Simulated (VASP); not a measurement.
Runs of VASP 6.6.1 on CsI. The structure is that of space group Pm-3m (No. 221), or close to it. The cells are those of the table. 

| cell | gap on the mesh (eV) | pressure (GPa) |
| --- | --- | --- |
| atoms relaxed from a = 4.609 Å, 2 atoms | 4.50 | 0.0 |
| atoms relaxed from a = 4.670 Å, 2 atoms | 4.36 | -0.4 |
| atoms relaxed from a = 4.699 Å, 2 atoms | 4.30 | -0.6 |
| atoms relaxed from a = 4.640 Å, 2 atoms | (a) | -0.2 |

Alike in all rows: task relaxation of the atoms; level r2SCAN; potentials or basis VASP PAW PBE potentials, release 64 (Cs_sv, I); no spin polarisation; k mesh 6 × 6 × 6; cutoff (eV) 500; smearing fermi-dirac 0.02 eV.

Question: Estimate the missing entries.

Answer: (a) 4.43.

Caveats: the relaxation stopped at its first step, so nothing moved; the PAW data sets were made with another functional, which shifts forces and pressure a little; spin-orbit coupling is left out, which moves the levels of the heavy elements.

A k mesh can miss the band edges, and the runs leave out spin-orbit coupling on Cs, I.
